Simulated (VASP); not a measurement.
Set up this calculation in VASP 6.6.1, as the native input.

| Item | Value |
| --- | --- |
| Task | single point |
| Functional | PBE |
| Potentials or basis | VASP PAW PBE potentials, release 64 (Al, N) |
| Cutoff | 520 eV |
| k mesh | 6 × 6 × 6 |
| Occupations | gaussian, width 0.01 eV |
| Spin | no spin polarisation |
| Dipole correction | no |
| Further INCAR settings | ALGO = Normal; EDIFF = 1e-06; NBANDS = 11 |

The structure of AlN lies in POSCAR:

```
AlN
1.0
    0.0000000000      2.1848764125      2.1193301201
    2.1848764125      0.0000000000      2.1193301201
    2.1848764125      2.1848764125      0.0000000000
Al N
1 1
Direct
    0.0000000000      0.0000000000      0.0000000000
    0.2500000000      0.2500000000      0.2500000000
```

This cell differs from its parent crystal: uniaxial z strain -3.0%.

These files were run (other wordings do the same):

INCAR

```
  PREC = Accurate
  ENCUT = 520
  EDIFF = 1E-6
  ISMEAR = 0
  SIGMA = 0.01
  LREAL = F
  LASPH = T
  NELM = 100
  ALGO = Normal
  ISIF = 2
  LWAVE = F
  LCHARG = F
  GGA = PE
  NBANDS = 11
```

KPOINTS

```
regular mesh
0
Gamma
  6 6 6
```

Potentials or basis: VASP PAW PBE potentials, release 64 (Al, N).

The run is started by

```console
$ cat potpaw_PBE.64/Al/POTCAR potpaw_PBE.64/N/POTCAR > POTCAR
$ mpirun -np 1 vasp_std > vasp.out
```

Results of the run:

The pressure is 11.0 GPa and the band gap on the k mesh is 3.16 eV, indirect (least direct gap 4.37 eV).

Caveat: the cell differs from its parent crystal (uniaxial z strain -3.0%).

It took 6.7 s on 1 thread of AMD EPYC 7R43 64-Core Processor (Zen 3), with other jobs on the host, peak memory 0.1 GiB.
